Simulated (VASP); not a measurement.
**Ir: single point with PBEsol**

The system is Ir.

```
Ir
1.0
     1.52766   -4.84605    0.00000
     1.52766    4.84605    0.00000
     0.00000    0.00000    4.04299
Ir
4
Cartesian
  1.5277 3.8962 3.6791
  1.5277 -0.9498 2.3854
  1.5277 -3.8962 0.3639
  1.5277 0.9498 1.6576
```

* Program: VASP 6.6.1
* Task: single point
* Functional: PBEsol
* Potentials or basis: VASP PAW PBE potentials, release 64 (Ir)
* Cutoff: 520 eV
* k mesh: 6 × 6 × 4
* Occupations: gaussian, width 0.1 eV
* Spin: no spin polarisation

- Pressure: 178.2 GPa
- Largest force: 21.155 eV/Å
- Band gap on the k mesh: zero (bands 18 and 19 overlap by 0.99 eV)

Forces on the atoms (eV/Å):
```
Ir    0.000 -14.701  15.213
Ir    0.000 -14.701 -15.213
Ir    0.000  14.701 -15.213
Ir    0.000  14.701  15.213
```

Stress tensor (GPa, compression positive):
```
231.76   0.00   0.00
  0.00 133.26   0.00
  0.00   0.00 169.60
```

Levels at points of the mesh, in eV from the Fermi level:
```
           k point  band 15  band 16  band 17  band 18  band 19  band 20  band 21  band 22
(0.00, 0.00, 0.00)    -2.07    -1.99    -1.42     0.55     0.63     1.95     2.27     2.61
(0.50, 0.00, 0.00)    -2.85    -2.85    -0.22    -0.22     0.15     0.15     0.32     0.32
(0.50, 0.50, 0.00)    -3.65    -0.58     0.09     0.45     1.22     2.32     2.33     3.36
(0.00, 0.00, 0.50)    -1.13    -1.13    -0.68    -0.68     0.72     0.72     0.86     0.86
(0.50, 0.00, 0.50)    -2.70    -2.70    -0.67    -0.67     0.65     0.65     1.94     1.94
(0.50, 0.50, 0.50)    -1.34    -1.34    -0.16    -0.16     0.53     0.53     0.64     0.64
```

It took 95 s on 1 thread of Intel Xeon 8259CL, on a shared host, peak memory 0.23 GiB.

Caveat: the k points lie up to 0.39 Å⁻¹ apart, too coarse for converged energies and pressures of a metal; the PAW data sets were made with another functional, which shifts forces and pressure a little; spin-orbit coupling is left out, which moves the levels of the heavy elements.
